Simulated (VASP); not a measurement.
# AlN: single point with PBE

The system is AlN.

```xyz
12
Lattice="2.2016 -2.2016 0.0000 2.2016 0.0000 -2.2016 11.7419 7.3386 7.3386" Properties=species:S:1:pos:R:3 pbc="T T T"
Al    5.6871    1.2840    3.4856
Al    3.4856    1.2840    1.2840
Al    7.8887    3.4856    3.4856
Al   12.2919    5.6871    5.6871
Al    7.8887    5.6871    5.6871
Al    3.4856   -0.9176   -0.9176
N     6.7879    2.3848    2.3848
N     4.5863    0.1832    2.3848
N     6.7879    4.5863    4.5863
N    11.1911    6.7879    6.7879
N     6.7879    6.7879    6.7879
N     2.3848    0.1832    0.1832
```

This cell differs from its parent crystal: the part above a cut slid along it.

* Program: VASP 6.6.1
* Task: single point
* Functional: PBE
* Potentials or basis: VASP PAW PBE potentials, release 64 (Al, N)
* Cutoff: 520 eV
* k mesh: 8 × 8 × 2
* Occupations: gaussian, width 0.05 eV
* Spin: no spin polarisation

```
Pressure               : -2.5 GPa
Largest force          : 0.703 eV/Å
Band gap on the k mesh : 3.33 eV (least direct gap 3.54 eV)
```

Forces on the atoms (eV/Å):
```
Al   0.045  0.045  0.045
Al   0.055  0.055  0.055
Al   0.044  0.044  0.044
Al  -0.073 -0.074 -0.074
Al   0.049  0.049  0.049
Al  -0.360 -0.360 -0.360
N   -0.044 -0.044 -0.044
N   -0.044 -0.045 -0.045
N   -0.044 -0.044 -0.044
N    0.406  0.406  0.406
N   -0.061 -0.061 -0.061
N    0.027  0.027  0.027
```

Stress tensor (GPa, compression positive):
```
-2.47  0.74  0.74
 0.74 -2.47  0.74
 0.74  0.74 -2.47
```

Levels at points of the mesh, in eV from the valence-band top:
```
           k point  band 22  band 23  band 24  band 25  band 26  band 27
(0.00, 0.00, 0.00)    -0.17    -0.17     0.00     3.54     4.91     5.22
(0.50, 0.00, 0.00)    -1.07    -0.70    -0.66     3.43     4.06     4.82
(0.50, 0.50, 0.00)    -1.07    -0.70    -0.66     3.43     4.06     4.82
(0.00, 0.00, 0.50)    -0.30    -0.18    -0.18     3.90     4.26     5.76
(0.50, 0.00, 0.50)    -0.88    -0.75    -0.62     3.33     4.19     4.90
(0.50, 0.50, 0.50)    -0.88    -0.75    -0.62     3.33     4.18     4.90
```

It took 6 min on 1 thread of AMD EPYC 7R13, on a shared host, peak memory 0.33 GiB.

Caveat: the cell differs from its parent crystal (the part above a cut slid along it). A k mesh can miss the band edges.
